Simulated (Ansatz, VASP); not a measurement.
**Two plane-wave programs on LiF**

File INCAR:

```
SYSTEM = LiF
PREC     = Accurate       ! precision mode
ENCUT    = 520            ! plane-wave cutoff, eV
EDIFF    = 1E-6           ! SCF threshold, eV
ISMEAR   = -1             ! smearing method
SIGMA    = 0.02           ! smearing width, eV
LREAL    = .FALSE.        ! projectors in reciprocal space
LASPH    = .TRUE.         ! aspherical terms in the spheres
NELM     = 80             ! most SCF steps
ALGO     = Normal         ! electronic algorithm
ISIF     = 2              ! what is computed and relaxed
LWAVE    = .FALSE.        ! write WAVECAR
LCHARG   = .TRUE.         ! write CHGCAR
GGA      = PE             ! functional
LELF     = .TRUE.         ! ELF
LVHAR    = .TRUE.       
NBANDS   = 12             ! bands
```

File KPOINTS:

```
Automatic mesh
0
G
  10 10 10
  0 0 0
```

File POSCAR:

```
LiF
1.0
    0.0000000000      2.1306705813      2.1659896067
    2.1306705813      0.0000000000      2.1659896067
    2.1306705813      2.1306705813      0.0000000000
Li F
1 1
Direct
    0.0000000000      0.0000000000      0.0000000000
    0.2500000000      0.2500000000      0.2500000000
```

Input for Ansatz:

```yaml
crystal:
  lattice:
    - [0.0, 2.1306705813, 2.1659896067]
    - [2.1306705813, 0.0, 2.1659896067]
    - [2.1306705813, 2.1306705813, 0.0]
  atoms:
    - { symbol: Li, position: [0.0, 0.0, 0.0] }
    - { symbol: F, position: [0.25, 0.25, 0.25] }
kpoints:
  mp_grid: { grid: [10, 10, 10] }
  band_path:
    path:
      - [0.0, 0.0, 0.0]
      - [-0.5, -0.5, 0.0]
      - [-0.375, -0.375, 0.25]
      - [-0.375, 0.0, 0.375]
      - [0.0, 0.0, 0.5]
      - [-0.5, -0.25, 0.25]
    npoints: 1
hamiltonian:
  xc: pbe
scf:
  occupations: { method: fermi_dirac, width: 0.02 }
  n_extra_bands: 4
output:
  forces: true
  stress: true
  eigenvalues: true
```

Change from the starting cell: epitaxial_xy strain -0.7%.

Alike in both runs: task single point; functional PBE; k mesh 10 × 10 × 10; occupations fermi-dirac, width 0.02 eV; no spin polarisation.

|  | VASP | Ansatz |
| --- | --- | --- |
| version | VASP 6.6.1 | Ansatz 0.2.0 |
| potentials or method | VASP PAW PBE potentials, release 64 (Li_sv, F) | plane waves, PAW |
| plane-wave cutoff (eV) | 520 | 420 |
| valence electrons in the cell | 10 | 10 |

|  | VASP | Ansatz | Ansatz less VASP |
| --- | --- | --- | --- |
| gap on the k mesh at the Fermi level (eV) | 7.93 | 7.94 | +0.012 |

With one functional, cell and mesh, what is left measures potentials, basis and numerics.

Noted on VASP's run: the cutoff is short for stress, so the pressure is rough.
